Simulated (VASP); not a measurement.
# CuAs (P6_3/mmc) in VASP: further runs, part 2 of 2

VASP 6.6.1.

### 3 Single point, LDA (volume 16.228 Å^3 an atom, c/a of the conventional cell 1.3657)

INCAR reads:

```
SYSTEM = CuAs
  ALGO = Normal
  EDIFF = 1E-6
  ENCUT = 520
  ISIF = 2
  ISMEAR = 0
  LASPH = .True.
  LCHARG = .False.
  LREAL = .False.
  LWAVE = .False.
  NBANDS = 24
  NELM = 60
  PREC = Accurate
  SIGMA = 0.15
```

KPOINTS reads:

```
k-points
0
Gamma
  15 15 10
  0 0 0
```

POSCAR reads:

```
CuAs
1.0
    3.8002574268      0.0000000000      0.0000000000
   -1.9001287134      3.2911194725      0.0000000000
    0.0000000000      0.0000000000      5.1900115678
Cu As
2 2
Direct
    0.0000000000      0.0000000000      0.5000000000
    0.0000000000      0.0000000000      0.0000000000
    0.6666666667      0.3333333333      0.7500000000
    0.3333333333      0.6666666667      0.2500000000
```

Potentials or basis: VASP PAW LDA potentials, release 64 (Cu, As).

Started as:

```bash
$ cat potpaw_LDA.64/Cu/POTCAR potpaw_LDA.64/As/POTCAR > POTCAR
$ mpirun -np 1 vasp_std > vasp.out
```

OUTCAR:

```text
SYSTEM = CuAs
   EDIFF = 1E-6
   ENCUT = 520
   ISIF = 2
   ISMEAR = 0
   LASPH = .True.
   LREAL = .False.
   NELM = 60
   PREC = Accurate

 ion  position               nearest neighbor table
   1  0.000  0.000  0.500-   3 2.55   4 2.55   4 2.55   3 2.55   3 2.55   4 2.55   2 2.60   2 2.60

   2  0.000  0.000  0.000-   3 2.55   4 2.55   4 2.55   3 2.55   3 2.55   4 2.55   1 2.60   1 2.60

   3  0.667  0.333  0.750-   1 2.55   2 2.55   1 2.55   2 2.55   1 2.55   2 2.55
   4  0.333  0.667  0.250-   1 2.55   2 2.55   1 2.55   2 2.55   1 2.55   2 2.55

  LATTYP: Found a hexagonal cell.
 ALAT       =     3.8002574268
 C/A-ratio  =     1.3657000000

  Lattice vectors:

 A1 = (   3.8002574268,   0.0000000000,   0.0000000000)
 A2 = (  -1.9001287134,   3.2911194725,   0.0000000000)
 A3 = (   0.0000000000,   0.0000000000,   5.1900115678)

Analysis of symmetry for initial positions (statically):
=====================================================================
 Subroutine PRICEL returns:
 Original cell was already a primitive cell.

 Routine SETGRP: Setting up the symmetry group for a
 hexagonal supercell.

 Subroutine GETGRP returns: Found 24 space group operations
 (whereof 12 operations were pure point group operations)
 out of a pool of 24 trial point group operations.

The static configuration has the point symmetry D_3d.
 The point group associated with its full space group is D_6h.

Analysis of symmetry for dynamics (positions and initial velocities):
=====================================================================
 Subroutine PRICEL returns:
 Original cell was already a primitive cell.

 Routine SETGRP: Setting up the symmetry group for a
 hexagonal supercell.

 Subroutine GETGRP returns: Found 24 space group operations
 (whereof 12 operations were pure point group operations)
 out of a pool of 24 trial point group operations.

The dynamic configuration has the point symmetry D_3d.
 The point group associated with its full space group is D_6h.

 Subroutine INISYM returns: Found 24 space group operations
 (whereof 12 operations are pure point group operations),
 and found     1 'primitive' translations

----------------------------------------------------------------------------------------

                                     Primitive cell

  volume of cell :      64.9120

  direct lattice vectors                    reciprocal lattice vectors
     3.800257427  0.000000000  0.000000000     0.263140069  0.151923989  0.000000000
    -1.900128713  3.291119473  0.000000000     0.000000000  0.303847979  0.000000000
     0.000000000  0.000000000  5.190011568     0.000000000  0.000000000  0.192677798

  length of vectors
     3.800257427  3.800257427  5.190011568     0.303847979  0.303847979  0.192677798

  position of ions in fractional coordinates (direct lattice)
     0.000000000  0.000000000  0.500000000
     0.000000000  0.000000000  0.000000000
     0.666666667  0.333333333  0.750000000
     0.333333333  0.666666667  0.250000000

  ion indices of the primitive-cell ions
   primitive index   ion index
                 1           1
                 2           2
                 3           3
                 4           4

----------------------------------------------------------------------------------------

 KPOINTS: k-points

Automatic generation of k-mesh.
 Grid dimensions read from file:
 generate k-points for:   15   15   10

 Generating k-lattice:

  Cartesian coordinates                     Fractional coordinates (reciprocal lattice)
     0.017542671  0.010128266  0.000000000     0.066666667  0.000000000  0.000000000
     0.000000000  0.020256532  0.000000000     0.000000000  0.066666667  0.000000000
     0.000000000  0.000000000  0.019267780     0.000000000  0.000000000  0.100000000

  Length of vectors
     0.020256532  0.020256532  0.019267780

  Shift w.r.t. Gamma in fractional coordinates (k-lattice)
     0.000000000  0.000000000  0.000000000

 Subroutine IBZKPT returns following result:
 ===========================================

 Found    162 irreducible k-points:

 Following reciprocal coordinates:
            Coordinates               Weight
  0.000000  0.000000  0.000000      1.000000
  0.066667  0.000000  0.000000      6.000000
  0.133333  0.000000  0.000000      6.000000
  0.200000  0.000000  0.000000      6.000000
  0.266667  0.000000  0.000000      6.000000
  0.333333  0.000000  0.000000      6.000000
[... 16 lines left out ...]
  0.333333  0.200000  0.000000     12.000000
  0.400000  0.200000  0.000000      6.000000
 [... further k-points ...]
   k-points           NKPTS =    162   k-points in BZ     NKDIM =    162   number of bands    NBANDS=     24
   number of dos      NEDOS =    301   number of ions     NIONS =      4
   total plane-waves  NPLWV =  31360
   dimension x,y,z NGX =    28 NGY =   28 NGZ =   40
   dimension x,y,z NGXF=    56 NGYF=   56 NGZF=   80
   ions per type =               2   2
   NGX,Y,Z   is equivalent  to a cutoff of  12.25, 12.25, 12.81 a.u.
   NGXF,Y,Z  is equivalent  to a cutoff of  24.50, 24.50, 25.63 a.u.
 SYSTEM =  CuAs
   PREC   = accura    normal or accurate (medium, high low for compatibility)
   ISTART =      0    job   : 0-new  1-cont  2-samecut
   ICHARG =      2    charge: 1-file 2-atom 10-const
   ISPIN  =      1    spin polarized calculation?
   LNONCOLLINEAR =      F non collinear calculations
   LSORBIT =      F    spin-orbit coupling
   LASPH  =      T    aspherical Exc in radial PAW
   ENCUT  =  520.0 eV  38.22 Ry    6.18 a.u.   7.07  7.07  9.65*2*pi/ulx,y,z
   NELM   =     60;   NELMIN=  2; NELMDL= -5     # of ELM steps
   EDIFF  = 0.1E-05   stopping-criterion for ELM
   LREAL  =      F    real-space projection
   EDIFFG = 0.1E-04   stopping-criterion for IOM
   NSW    =      0    number of steps for IOM
   IBRION =     -1    ionic relax: 0-MD 1-quasi-New 2-CG
   NFREE  =      0    steps in history (QN), initial steepest desc. (CG)
   ISIF   =      2    stress and relaxation
   ISYM   =      2    0-nonsym 1-usesym 2-fastsym
   POTIM  = 0.5000    time-step for ionic-motion
   TEBEG  =    0.0;   TEEND  =   0.0 temperature during run
   PSTRESS=    0.0 pullay stress
   NELECT =      32.0000    total number of electrons
   NUPDOWN=      -1.0000    fix difference up-down
   EMIN   =  10.00;   EMAX   =-10.00  energy-range for DOS
   EFERMI =   0.00;   METHOD = LEGACY
   ISMEAR =     0;   SIGMA  =   0.15  broadening in eV -4-tet -1-fermi 0-gaus
   EFERMI_NEDOS =   21; number of points for ismear=-14 and -15
   IALGO  =     38    algorithm
   IMIX   =      4    mixing-type and parameters
     AMIX     =   0.40;   BMIX     =  1.00
     AMIX_MAG =   1.60;   BMIX_MAG =  1.00
  volume/ion in A,a.u.               =      16.23       109.51
  Fermi-wavevector in a.u.,A,eV,Ry     =   1.293252  2.443892 22.755754  1.672501
  Thomas-Fermi vector in A             =   2.424909
   LORBIT       =      0    0 simple, 1 ext, 2 COOP (PROOUT), +10 PAW based schemes
   GGA     = CA    functional components
   LHFCALC =     F    Hartree Fock is set to
   AEXX    =    0.0000 exact exchange contribution
   IVDW    =     0    specifies the selected vdW correction
   LEPSILON=     F    determine dielectric tensor
   LRPA    =     F    only Hartree local field effects (RPA)
 non-spin polarized calculation
 Gauss-broadening in eV      SIGMA  =   0.15
  energy-cutoff  :      520.00
  volume of cell :       64.91
 maximum number of plane-waves:      1773
   NGX = 15   NGY = 15   NGZ = 19

 number of electron      31.9999998 magnetization

 Free energy of the ion-electron system (eV)
  ---------------------------------------------------
  ext. energy  EPLUGINS =         0.00000000
  ---------------------------------------------------
  free energy    TOTEN  =       -19.95158653 eV

  energy without entropy =      -19.92944784  energy(sigma->0) =      -19.94051718

 E-fermi :   6.2701     XC(G=0): -11.3787

 val. band max:        6.2694976676   @ k =   0.3333   0.1333   0.2000
 cond. band min:       6.2703444041   @ k =   0.1333   0.0667   0.3000
 fundamental gap:      0.0008467365
 Fermi energy:         6.2701429430

 k-point     1 :       0.0000    0.0000    0.0000
  band No.  band energies     occupation
      1      -7.1776      2.00000
      2      -3.9260      2.00000
      3      -0.0345      2.00000
      4       1.5446      2.00000
      5       1.5446      2.00000
      6       1.9480      2.00000
[... 16 lines left out ...]
     23      15.0710      0.00000
     24      15.0710      0.00000
[... 598 lines left out ...]
      2      -4.4643      2.00000
      3      -0.3113      2.00000
      4       1.3782      2.00000
      5       1.4856      2.00000
      6       2.1186      2.00000
[... 16 lines left out ...]
     23      15.4658      0.00000
     24      16.4076      0.00000

 [... further k-points ...]
[... 5 lines left out ...]
  --------------------------------------------------------------------------------------
  -------------------------------------------------------------------------------------
  Total       -2.3765600     -2.3765600     -4.6117679      0.0000000      0.0000000      0.0000000
  in kB      -58.6589633    -58.6589633   -113.8290304      0.0000000      0.0000000      0.0000000
  external PRESSURE =     -77.0489857 kB  Pullay stress =       0.0000000 kB

 VOLUME and BASIS-vectors are now :
 -----------------------------------------------------------------------------
  energy-cutoff  :      520.00
  volume of cell :       64.91
      direct lattice vectors                 reciprocal lattice vectors
     3.800257427  0.000000000  0.000000000     0.263140069  0.151923989  0.000000000
    -1.900128713  3.291119473  0.000000000     0.000000000  0.303847979  0.000000000
     0.000000000  0.000000000  5.190011568     0.000000000  0.000000000  0.192677798

 POSITION                                       TOTAL-FORCE (eV/Angst)
 -----------------------------------------------------------------------------------
      0.00000      0.00000      2.59501         0.000000     -0.000000      0.000000
      0.00000      0.00000      0.00000         0.000000     -0.000000      0.000000
      1.90013      1.09704      3.89251         0.000000     -0.000000      0.000000
     -0.00000      2.19408      1.29750        -0.000000      0.000000     -0.000000
 -----------------------------------------------------------------------------------
    total drift:                               -0.000000      0.000000     -0.000000

  FREE ENERGIE OF THE ION-ELECTRON SYSTEM (eV)
  ---------------------------------------------------
  free  energy   TOTEN  =       -19.9515865287 eV

  energy  without entropy=      -19.9294478370  energy(sigma->0) =      -19.94051718
```

OSZICAR:

```text
N       E                     dE             d eps       ncg     rms          rms(c)
DAV:   1     0.213317463146E+03    0.21332E+03   -0.13895E+04  7840   0.173E+03
DAV:   2    -0.549361725032E+01   -0.21881E+03   -0.20614E+03  7840   0.319E+02
DAV:   3    -0.224355379688E+02   -0.16942E+02   -0.15861E+02 10512   0.109E+02
DAV:   4    -0.229616058387E+02   -0.52607E+00   -0.52493E+00  8984   0.175E+01
DAV:   5    -0.229743959903E+02   -0.12790E-01   -0.12784E-01 10528   0.251E+00    0.157E+01
DAV:   6    -0.246861352019E+02   -0.17117E+01   -0.44504E+01  9048   0.190E+02    0.132E+01
DAV:   7    -0.200412156566E+02    0.46449E+01   -0.12969E+01  9208   0.953E+01    0.269E+00
DAV:   8    -0.199757176090E+02    0.65498E-01   -0.15106E+00 12184   0.259E+01    0.160E+00
DAV:   9    -0.199523452275E+02    0.23372E-01   -0.23305E-01 11904   0.919E+00    0.176E-01
DAV:  10    -0.199528641548E+02   -0.51893E-03   -0.71238E-03 12536   0.172E+00    0.261E-01
DAV:  11    -0.199515872202E+02    0.12769E-02   -0.32866E-03 10248   0.190E+00    0.554E-02
DAV:  12    -0.199516265357E+02   -0.39315E-04   -0.75935E-04 11872   0.244E-01    0.379E-02
DAV:  13    -0.199515865546E+02    0.39981E-04   -0.46430E-05 12880   0.178E-01    0.885E-03
DAV:  14    -0.199515864839E+02    0.70671E-07   -0.20555E-05 12272   0.600E-02    0.211E-03
DAV:  15    -0.199515865287E+02   -0.44756E-07   -0.65225E-07  5024   0.522E-03
   1 F= -.19951587E+02 E0= -.19940517E+02  d E =-.221387E-01
```

stdout:

```text
POSCAR found type information on POSCAR CuAs
 POSCAR found :  2 types and       4 ions
 scaLAPACK will be used
 LDA part: xc-table for (Slater(with rela. corr.)+CA(PZ))
 , standard interpolation
 POSCAR, INCAR and KPOINTS ok, starting setup
 FFT: planning ... GRIDC
 FFT: planning ... GRID_SOFT
 FFT: planning ... GRID
 WAVECAR not read
 entering main loop
```

It took 2.1 min on 1 thread of Intel Xeon Platinum 8488C (Sapphire Rapids), shared host; peak memory 0.32 GiB.

What came out:

```yaml
Free_energy: -19.9516 eV
Pressure: -7.7 GPa
Band_gap_on_the_k_mesh: zero (band 16 reaches 7.72 eV, above the bottom of band 17 at 5.42 eV)
```

Stress tensor (GPa, compression positive):
```
 -5.87   0.00   0.00
  0.00  -5.87   0.00
  0.00   0.00 -11.38
```

Levels at points of the mesh, in eV from the Fermi level:
```
           k point  band 13  band 14  band 15  band 16  band 17  band 18  band 19  band 20
(0.00, 0.00, 0.00)    -1.78     0.07     0.07     1.45     1.45     2.40     3.00     3.55
(0.00, 0.00, 0.50)    -1.41    -1.41     1.08     1.08     1.08     1.08     4.50     4.50
```

### 4 Single point, LDA (volume 16.228 Å^3 an atom, c/a of the conventional cell 1.1385)

INCAR reads:

```
SYSTEM = CuAs
PREC = Accurate ; ENCUT = 520
EDIFF = 1E-6 ; ISMEAR = 0
SIGMA = 0.15 ; LREAL = .False.
LASPH = .True. ; NELM = 100
ALGO = Normal ; ISIF = 2
LWAVE = .False. ; LCHARG = .False.
NBANDS = 24
```

KPOINTS reads:

```
regular mesh
0
Gamma
  15 15 10
  0 0 0
```

POSCAR reads:

```
CuAs
1.0
    4.0378834064      0.0000000000      0.0000000000
   -2.0189417032      3.4969096075      0.0000000000
    0.0000000000      0.0000000000      4.5971302582
Cu As
2 2
Direct
    0.0000000000      0.0000000000      0.5000000000
    0.0000000000      0.0000000000      0.0000000000
    0.6666666667      0.3333333333      0.7500000000
    0.3333333333      0.6666666667      0.2500000000
```

Started as:

```bash
$ cat potpaw_LDA.64/Cu/POTCAR potpaw_LDA.64/As/POTCAR > POTCAR
$ mpirun -np 1 vasp_std > vasp.out
```

Run time: 2.3 min. Hardware: 1 thread of Intel Xeon Platinum 8488C (Sapphire Rapids), shared host; peak memory 0.32 GiB.

It converged, with:

```yaml
Free_energy: -19.7625 eV
Pressure: -6.6 GPa
Band_gap_on_the_k_mesh: zero (band 16 reaches 6.95 eV, above the bottom of band 17 at 5.51 eV)
```

Stress tensor (GPa, compression positive):
```
-11.99   0.00   0.00
  0.00 -11.99   0.00
  0.00   0.00   4.16
```

Levels at points of the mesh, in eV from the Fermi level:
```csv
k point,band 12,band 13,band 14,band 15,band 16,band 17,band 18,band 19,band 20,band 21
"(0.00, 0.00, 0.00)",-2.49,-1.03,-0.62,-0.62,0.68,0.68,2.01,2.26,2.78,6.22
"(0.00, 0.00, 0.50)",-3.41,-1.21,-1.21,0.63,0.63,0.63,0.63,3.94,3.94,5.27
```

### 5 Single point, LDA (volume 16.228 Å^3 an atom, c/a of the conventional cell 1.2853)

INCAR reads:

```
SYSTEM = CuAs
PREC = Accurate
ENCUT = 520
EDIFF = 1E-6
ISMEAR = 0
SIGMA = 0.15
LREAL = .False.
LASPH = .True.
NELM = 100
ALGO = Normal
ISIF = 2
LWAVE = .False.
LCHARG = .False.
NBANDS = 24
```

KPOINTS reads:

```
Automatic mesh
0
Gamma
  15 15 10
  0 0 0
```

POSCAR reads:

```
CuAs
1.0
    3.8778960817      0.0000000000      0.0000000000
   -1.9389480409      3.3583565200      0.0000000000
    0.0000000000      0.0000000000      4.9842753339
Cu As
2 2
Direct
    0.0000000000      0.0000000000      0.5000000000
    0.0000000000      0.0000000000      0.0000000000
    0.6666666667      0.3333333333      0.7500000000
    0.3333333333      0.6666666667      0.2500000000
```

Started as:

```bash
$ cat potpaw_LDA.64/Cu/POTCAR potpaw_LDA.64/As/POTCAR > POTCAR
$ mpirun -np 1 vasp_std > vasp.out
```

Run time: 4 min. Hardware: 1 thread of Intel Xeon Platinum 8488C (Sapphire Rapids), shared host; peak memory 0.33 GiB.

The run converged. Its results:

```
Free energy            : -20.0023 eV
Pressure               : -7.8 GPa
Band gap on the k mesh : zero (band 16 reaches 7.45 eV, above the bottom of band 17 at 5.46 eV)
```

Stress tensor (GPa, compression positive):
```
-7.68  0.00  0.00
 0.00 -7.68  0.00
 0.00  0.00 -7.96
```

Levels at points of the mesh, in eV from the Fermi level:
```
           k point  band 14  band 15  band 16  band 17  band 18  band 19
(0.00, 0.00, 0.00)    -0.17    -0.17     1.19     1.19     2.60     2.60
(0.00, 0.00, 0.50)    -1.26     0.91     0.91     0.91     0.91     4.30
```

### 6 Overview

| cell | gap on the mesh (eV) | pressure (GPa) |
| --- | --- | --- |
| a = 4.120, b = 4.120, c = 4.415 Å, angles 90.0, 90.0, 120.0°, 4 atoms | none | -4.9 |
| a = 3.800, b = 3.800, c = 5.190 Å, angles 90.0, 90.0, 120.0°, 4 atoms | none | -7.7 |
| a = 4.038, b = 4.038, c = 4.597 Å, angles 90.0, 90.0, 120.0°, 4 atoms | none | -6.6 |
| a = 3.878, b = 3.878, c = 4.984 Å, angles 90.0, 90.0, 120.0°, 4 atoms | none | -7.8 |

Alike in all rows: task single point; level LDA; potentials or basis VASP PAW LDA potentials, release 64 (Cu, As); no spin polarisation; k mesh 15 × 15 × 10; cutoff (eV) 520; smearing gaussian 0.15 eV.

Absolute energies hang on the potentials; compare differences alone.
